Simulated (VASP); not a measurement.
# Ta4H3 (P-43m) in VASP: single point with PBE

Aim: the single point of Ta4H3 with PBE.

Program: VASP 6.6.1. These are calculated values, not measurements. Logs are shortened: lines on timing, memory, paths and dates and some standing lists are left out, and cuts for length are marked.

**1. The cell of the first run**

Symmetry: P-43m, No. 215, cubic system. Conventional cell: a = 4.376 Å, b = 4.376 Å, c = 4.376 Å, α = 90.00°, β = 90.00°, γ = 90.00°. Within 2.5 Å of Ta (site symmetry 3m) lie 3 H at 1.92 Å. Within 2.5 Å of H (site symmetry -42m) lie 4 Ta at 1.92 Å.

The cell was generated, and may not be a known phase.

**2. Single point, PBE**

INCAR reads:

```
PREC = Accurate ; ENCUT = 500
EDIFF = 1E-6 ; ISMEAR = 0
SIGMA = 0.2 ; LREAL = F
LASPH = T ; NELM = 120
ALGO = Normal ; ISIF = 2
LWAVE = F ; LCHARG = T
GGA = PE ; LELF = T
LVHAR = T ; NBANDS = 32
GGA_COMPAT = F
```

KPOINTS reads:

```
Automatic mesh
0
Gamma
  4 4 4
```

POSCAR reads:

```
Ta4H3
1.0
    4.3759734621      0.0000000000      0.0000000000
    0.0000000000      4.3759734621      0.0000000000
    0.0000000000      0.0000000000      4.3759734621
Ta H
4 3
Direct
    0.2596966949      0.7403033051      0.2596966949
    0.7403033051      0.2596966949      0.2596966949
    0.2596966949      0.2596966949      0.7403033051
    0.7403033051      0.7403033051      0.7403033051
    0.0000000000      0.0000000000      0.5000000000
    0.5000000000      0.0000000000      0.0000000000
    0.0000000000      0.5000000000      0.0000000000
```

Potentials or basis: VASP PAW PBE potentials, release 64 (Ta_pv, H).

Run with:

```sh
$ cat potpaw_PBE.64/Ta_pv/POTCAR potpaw_PBE.64/H/POTCAR > POTCAR
$ mpirun -np 1 vasp_std > vasp.out
```

OUTCAR:

```text
PREC = Accurate
   ENCUT = 500
   EDIFF = 1E-6
   ISMEAR = 0
   LREAL = F
   LASPH = T
   NELM = 120
   ISIF = 2
   GGA = PE

 ion  position               nearest neighbor table
   1  0.260  0.740  0.260-   5 1.92   6 1.92   7 1.92   2 2.97   3 2.97   4 2.97   2 3.10   3 3.10
                             3 3.10   4 3.10   2 3.10   4 3.10   3 3.21   2 3.21   4 3.21
   2  0.740  0.260  0.260-   5 1.92   6 1.92   7 1.92   1 2.97   3 2.97   4 2.97   1 3.10   3 3.10
                             3 3.10   4 3.10   1 3.10   4 3.10   3 3.21   1 3.21   4 3.21
   3  0.260  0.260  0.740-   5 1.92   6 1.92   7 1.92   1 2.97   2 2.97   4 2.97   1 3.10   2 3.10
                             1 3.10   4 3.10   2 3.10   4 3.10   1 3.21   2 3.21   4 3.21
   4  0.740  0.740  0.740-   5 1.92   6 1.92   7 1.92   1 2.97   2 2.97   3 2.97   1 3.10   3 3.10
                             2 3.10   3 3.10   1 3.10   2 3.10   1 3.21   2 3.21   3 3.21
   5  0.000  0.000  0.500-   1 1.92   2 1.92   3 1.92   4 1.92
   6  0.500  0.000  0.000-   1 1.92   2 1.92   3 1.92   4 1.92
   7  0.000  0.500  0.000-   1 1.92   2 1.92   3 1.92   4 1.92

  LATTYP: Found a simple cubic cell.
 ALAT       =     4.3759734621

  Lattice vectors:

 A1 = (   4.3759734621,   0.0000000000,   0.0000000000)
 A2 = (   0.0000000000,   4.3759734621,   0.0000000000)
 A3 = (   0.0000000000,   0.0000000000,   4.3759734621)

Analysis of symmetry for initial positions (statically):
=====================================================================
 Subroutine PRICEL returns:
 Original cell was already a primitive cell.

 Routine SETGRP: Setting up the symmetry group for a
 simple cubic supercell.

 Subroutine GETGRP returns: Found 24 space group operations
 (whereof 24 operations were pure point group operations)
 out of a pool of 48 trial point group operations.

The static configuration has the point symmetry T_d .

Analysis of symmetry for dynamics (positions and initial velocities):
=====================================================================
 Subroutine PRICEL returns:
 Original cell was already a primitive cell.

 Routine SETGRP: Setting up the symmetry group for a
 simple cubic supercell.

 Subroutine GETGRP returns: Found 24 space group operations
 (whereof 24 operations were pure point group operations)
 out of a pool of 48 trial point group operations.

The dynamic configuration has the point symmetry T_d .

 Subroutine INISYM returns: Found 24 space group operations
 (whereof 24 operations are pure point group operations),
 and found     1 'primitive' translations

----------------------------------------------------------------------------------------

                                     Primitive cell

  volume of cell :      83.7961

  direct lattice vectors                    reciprocal lattice vectors
     4.375973462  0.000000000  0.000000000     0.228520581  0.000000000  0.000000000
     0.000000000  4.375973462  0.000000000     0.000000000  0.228520581  0.000000000
     0.000000000  0.000000000  4.375973462     0.000000000  0.000000000  0.228520581

  length of vectors
     4.375973462  4.375973462  4.375973462     0.228520581  0.228520581  0.228520581

  position of ions in fractional coordinates (direct lattice)
     0.259696695  0.740303305  0.259696695
     0.740303305  0.259696695  0.259696695
     0.259696695  0.259696695  0.740303305
     0.740303305  0.740303305  0.740303305
     0.000000000  0.000000000  0.500000000
     0.500000000  0.000000000  0.000000000
     0.000000000  0.500000000  0.000000000

  ion indices of the primitive-cell ions
   primitive index   ion index
                 1           1
                 2           2
                 3           3
                 4           4
                 5           5
                 6           6
                 7           7

----------------------------------------------------------------------------------------

 KPOINTS: Automatic mesh

Automatic generation of k-mesh.
 Grid dimensions read from file:
 generate k-points for:    4    4    4

 Generating k-lattice:

  Cartesian coordinates                     Fractional coordinates (reciprocal lattice)
     0.057130145  0.000000000  0.000000000     0.250000000  0.000000000  0.000000000
     0.000000000  0.057130145  0.000000000     0.000000000  0.250000000  0.000000000
     0.000000000  0.000000000  0.057130145     0.000000000  0.000000000  0.250000000

  Length of vectors
     0.057130145  0.057130145  0.057130145

  Shift w.r.t. Gamma in fractional coordinates (k-lattice)
     0.000000000  0.000000000  0.000000000

 Subroutine IBZKPT returns following result:
 ===========================================

 Found     10 irreducible k-points:

 Following reciprocal coordinates:
            Coordinates               Weight
  0.000000  0.000000  0.000000      1.000000
  0.250000  0.000000  0.000000      6.000000
  0.500000  0.000000  0.000000      3.000000
  0.250000  0.250000  0.000000     12.000000
  0.500000  0.250000  0.000000     12.000000
  0.500000  0.500000  0.000000      3.000000
  0.250000  0.250000  0.250000      8.000000
  0.500000  0.250000  0.250000     12.000000
  0.500000  0.500000  0.250000      6.000000
  0.500000  0.500000  0.500000      1.000000
   k-points           NKPTS =     10   k-points in BZ     NKDIM =     10   number of bands    NBANDS=     32
   number of dos      NEDOS =    301   number of ions     NIONS =      7
   total plane-waves  NPLWV =  32768
   dimension x,y,z NGX =    32 NGY =   32 NGZ =   32
   dimension x,y,z NGXF=    64 NGYF=   64 NGZF=   64
   ions per type =               4   3
   NGX,Y,Z   is equivalent  to a cutoff of  12.16, 12.16, 12.16 a.u.
   NGXF,Y,Z  is equivalent  to a cutoff of  24.31, 24.31, 24.31 a.u.
 SYSTEM =  unknown system
   PREC   = accura    normal or accurate (medium, high low for compatibility)
   ISTART =      0    job   : 0-new  1-cont  2-samecut
   ICHARG =      2    charge: 1-file 2-atom 10-const
   ISPIN  =      1    spin polarized calculation?
   LNONCOLLINEAR =      F non collinear calculations
   LSORBIT =      F    spin-orbit coupling
   LASPH  =      T    aspherical Exc in radial PAW
   ENCUT  =  500.0 eV  36.75 Ry    6.06 a.u.   7.98  7.98  7.98*2*pi/ulx,y,z
   NELM   =    120;   NELMIN=  2; NELMDL= -5     # of ELM steps
   EDIFF  = 0.1E-05   stopping-criterion for ELM
   LREAL  =      F    real-space projection
   EDIFFG = 0.1E-04   stopping-criterion for IOM
   NSW    =      0    number of steps for IOM
   IBRION =     -1    ionic relax: 0-MD 1-quasi-New 2-CG
   NFREE  =      0    steps in history (QN), initial steepest desc. (CG)
   ISIF   =      2    stress and relaxation
   ISYM   =      2    0-nonsym 1-usesym 2-fastsym
   POTIM  = 0.5000    time-step for ionic-motion
   TEBEG  =    0.0;   TEEND  =   0.0 temperature during run
   PSTRESS=    0.0 pullay stress
   NELECT =      47.0000    total number of electrons
   NUPDOWN=      -1.0000    fix difference up-down
   EMIN   =  10.00;   EMAX   =-10.00  energy-range for DOS
   EFERMI =   0.00;   METHOD = LEGACY
   ISMEAR =     0;   SIGMA  =   0.20  broadening in eV -4-tet -1-fermi 0-gaus
   EFERMI_NEDOS =   21; number of points for ismear=-14 and -15
   IALGO  =     38    algorithm
   IMIX   =      4    mixing-type and parameters
     AMIX     =   0.40;   BMIX     =  1.00
     AMIX_MAG =   1.60;   BMIX_MAG =  1.00
  volume/ion in A,a.u.               =      11.97        80.78
  Fermi-wavevector in a.u.,A,eV,Ry     =   1.350101  2.551320 24.800311  1.822771
  Thomas-Fermi vector in A             =   2.477633
   LORBIT       =      0    0 simple, 1 ext, 2 COOP (PROOUT), +10 PAW based schemes
   GGA     = PE    functional components
   LHFCALC =     F    Hartree Fock is set to
   AEXX    =    0.0000 exact exchange contribution
   IVDW    =     0    specifies the selected vdW correction
   LEPSILON=     F    determine dielectric tensor
   LRPA    =     F    only Hartree local field effects (RPA)
 non-spin polarized calculation
 Gauss-broadening in eV      SIGMA  =   0.20
  energy-cutoff  :      500.00
  volume of cell :       83.80
 maximum number of plane-waves:      2176
 NGX is ok and might be reduce to    32
   NGX = 15   NGY = 15   NGZ = 15

 number of electron      46.9999985 magnetization

 Free energy of the ion-electron system (eV)
  ---------------------------------------------------
  ext. energy  EPLUGINS =         0.00000000
  ---------------------------------------------------
  free energy    TOTEN  =       -57.45124679 eV

  energy without entropy =      -57.40209430  energy(sigma->0) =      -57.42667055

 E-fermi :   5.3578     XC(G=0): -12.2108

 val. band max:        5.2038640604   @ k =   0.0000   0.0000   0.0000
 cond. band min:       5.3688997024   @ k =   0.5000   0.5000   0.5000
 fundamental gap:      0.1650356420
 Fermi energy:         5.3578412432

 k-point     1 :       0.0000    0.0000    0.0000
  band No.  band energies     occupation
      1     -29.5380      2.00000
      2     -29.5380      2.00000
      3     -29.4220      2.00000
      4     -29.0666      2.00000
      5     -29.0666      2.00000
      6     -29.0666      2.00000
[... 24 lines left out ...]
     31      10.3080      0.00000
     32      10.3081      0.00000

 k-point     2 :       0.2500    0.0000    0.0000
  band No.  band energies     occupation
      1     -29.4715      2.00000
      2     -29.4540      2.00000
      3     -29.3556      2.00000
      4     -29.1376      2.00000
      5     -29.0871      2.00000
      6     -29.0708      2.00000
[... 24 lines left out ...]
     31       9.0448      0.00000
     32       9.7749      0.00000

 k-point     3 :       0.5000    0.0000    0.0000
  band No.  band energies     occupation
      1     -29.3226      2.00000
      2     -29.3043      2.00000
      3     -29.2911      2.00000
      4     -29.2486      2.00000
      5     -29.1844      2.00000
      6     -29.0755      2.00000
[... 24 lines left out ...]
     31       8.8133      0.00000
     32       9.1640      0.00000

 k-point     4 :       0.2500    0.2500    0.0000
  band No.  band energies     occupation
      1     -29.4211      2.00000
      2     -29.4124      2.00000
      3     -29.3263      2.00000
      4     -29.2221      2.00000
      5     -29.0948      2.00000
      6     -29.0806      2.00000
[... 24 lines left out ...]
     31       8.8784      0.00000
     32       9.1279      0.00000

 k-point     5 :       0.5000    0.2500    0.0000
  band No.  band energies     occupation
      1     -29.3474      2.00000
      2     -29.3308      2.00000
      3     -29.2737      2.00000
      4     -29.2608      2.00000
      5     -29.2425      2.00000
      6     -29.1308      2.00000
[... 24 lines left out ...]
     31       8.9665      0.00000
     32       9.3277      0.00000

 k-point     6 :       0.5000    0.5000    0.0000
  band No.  band energies     occupation
      1     -29.3598      2.00000
      2     -29.3598      2.00000
      3     -29.3190      2.00000
      4     -29.3014      2.00000
      5     -29.1575      2.00000
      6     -29.0986      2.00000
[... 24 lines left out ...]
     31       7.8364      0.00000
     32       7.9033      0.00000

 k-point     7 :       0.2500    0.2500    0.2500
  band No.  band energies     occupation
      1     -29.4408      2.00000
      2     -29.4408      2.00000
      3     -29.3603      2.00000
      4     -29.1963      2.00000
      5     -29.1071      2.00000
      6     -29.1071      2.00000
[... 24 lines left out ...]
     31      10.1602      0.00000
     32      10.1604      0.00000

 k-point     8 :       0.5000    0.2500    0.2500
  band No.  band energies     occupation
      1     -29.4610      2.00000
      2     -29.4323      2.00000
      3     -29.3706      2.00000
      4     -29.3134      2.00000
      5     -29.1115      2.00000
      6     -29.0459      2.00000
[... 24 lines left out ...]
     31       9.3489      0.00000
     32       9.6024      0.00000

 k-point     9 :       0.5000    0.5000    0.2500
  band No.  band energies     occupation
      1     -29.4841      2.00000
      2     -29.4841      2.00000
      3     -29.4810      2.00000
      4     -29.3803      2.00000
      5     -29.0056      2.00000
      6     -28.9741      2.00000
[... 24 lines left out ...]
     31       9.1119      0.00000
     32       9.2769      0.00000

 k-point    10 :       0.5000    0.5000    0.5000
  band No.  band energies     occupation
      1     -29.5645      2.00000
      2     -29.5645      2.00000
      3     -29.5645      2.00000
      4     -29.4499      2.00000
      5     -28.9117      2.00000
      6     -28.9117      2.00000
[... 24 lines left out ...]
     31      10.0236      0.00000
     32      10.0338      0.00000

------------------------ aborting loop because EDIFF is reached ----------------------------------------

  FORCE on cell =-STRESS in cart. coord.  units (eV):
  Direction    XX          YY          ZZ          XY          YZ          ZX
  --------------------------------------------------------------------------------------
  -------------------------------------------------------------------------------------
  Total        0.0356578      0.0356578      0.0356578      0.0000000      0.0000000     -0.0000000
  in kB        0.6817743      0.6817743      0.6817743      0.0000000      0.0000000     -0.0000000
  external PRESSURE =       0.6817743 kB  Pullay stress =       0.0000000 kB

 VOLUME and BASIS-vectors are now :
 -----------------------------------------------------------------------------
  energy-cutoff  :      500.00
  volume of cell :       83.80
      direct lattice vectors                 reciprocal lattice vectors
     4.375973462  0.000000000  0.000000000     0.228520581  0.000000000  0.000000000
     0.000000000  4.375973462  0.000000000     0.000000000  0.228520581  0.000000000
     0.000000000  0.000000000  4.375973462     0.000000000  0.000000000  0.228520581

 POSITION                                       TOTAL-FORCE (eV/Angst)
 -----------------------------------------------------------------------------------
      1.13643      3.23955      1.13643         0.002745     -0.002745      0.002745
      3.23955      1.13643      1.13643        -0.002745      0.002745      0.002745
      1.13643      1.13643      3.23955         0.002745      0.002745     -0.002745
      3.23955      3.23955      3.23955        -0.002745     -0.002745     -0.002745
      0.00000      0.00000      2.18799         0.000000      0.000000     -0.000000
      2.18799      0.00000      0.00000         0.000000      0.000000     -0.000000
      0.00000      2.18799      0.00000         0.000000      0.000000     -0.000000
 -----------------------------------------------------------------------------------
    total drift:                               -0.000000     -0.000000     -0.000000

  FREE ENERGIE OF THE ION-ELECTRON SYSTEM (eV)
  ---------------------------------------------------
  free  energy   TOTEN  =       -57.4512467944 eV

  energy  without entropy=      -57.4020942976  energy(sigma->0) =      -57.42667055
```

Wall time 32 s (1 thread of Intel Xeon 8259CL, shared host); peak memory 0.18 GiB.

Results:

```
Free energy            : -57.4512 eV
Pressure               : 0.1 GPa
Largest force          : 0.005 eV/Å
Band gap on the k mesh : zero (an odd number of electrons rules out a gap without spin polarisation)
```

Forces in eV/Å, atoms in the order of the input:
```
Ta   0.003 -0.003  0.003
Ta  -0.003  0.003  0.003
Ta   0.003  0.003 -0.003
Ta  -0.003 -0.003 -0.003
H    0.000  0.000  0.000
H    0.000  0.000  0.000
H    0.000  0.000  0.000
```

Caveat: spin-orbit coupling is left out, which moves the levels of the heavy elements; an odd number of electrons without spin polarisation forces a metal; a magnetic or distorted state may lie lower.

The gap in the log of VASP goes by the Fermi energy; the results here count the filled bands.